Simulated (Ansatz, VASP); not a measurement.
# HgS in VASP and in Ansatz

```
Hg S
1.0
     0.00000    2.92900    2.92900
     2.92900    0.00000    2.92900
     2.92900    2.92900    0.00000
Hg S
1 1
Direct
  0.00000 0.00000 0.00000
  0.75000 0.75000 0.75000
```

Alike in both runs: task single point; functional PBE-based screened hybrid with a share of 0.25 of exact exchange and HFSCREEN = 0.3; k mesh 6 × 6 × 6; occupations gaussian, width 0.05 eV; no spin polarisation.

|  | VASP | Ansatz |
| --- | --- | --- |
| version | VASP 6.6.1 | Ansatz 0.2.0 |
| potentials or method | VASP PAW PBE potentials, release 64 (Hg, S), cutoff 400 eV | scalar-relativistic, plane waves, PAW |
| valence electrons in the cell | 18 | 26 |

|  | VASP | Ansatz | Ansatz less VASP |
| --- | --- | --- | --- |
| gap on the k mesh at the Fermi level (eV) | 0.26 | 0.26 | -0.004 |
| least direct gap on the mesh (eV) | 0.26 | 0.26 | -0.004 |
| pressure (GPa) | 2.6 | 2.3 | -0.27 |

VASP's potentials were made for PBE, not for PBE-based screened hybrid. VASP's potentials hold 18 valence electrons a cell and Ansatz's 26, so a difference there can come from the potentials and not from the codes. Ansatz's warnings: stress exchange threshold loose, stress scf threshold loose.

Neither program's run includes spin-orbit coupling.
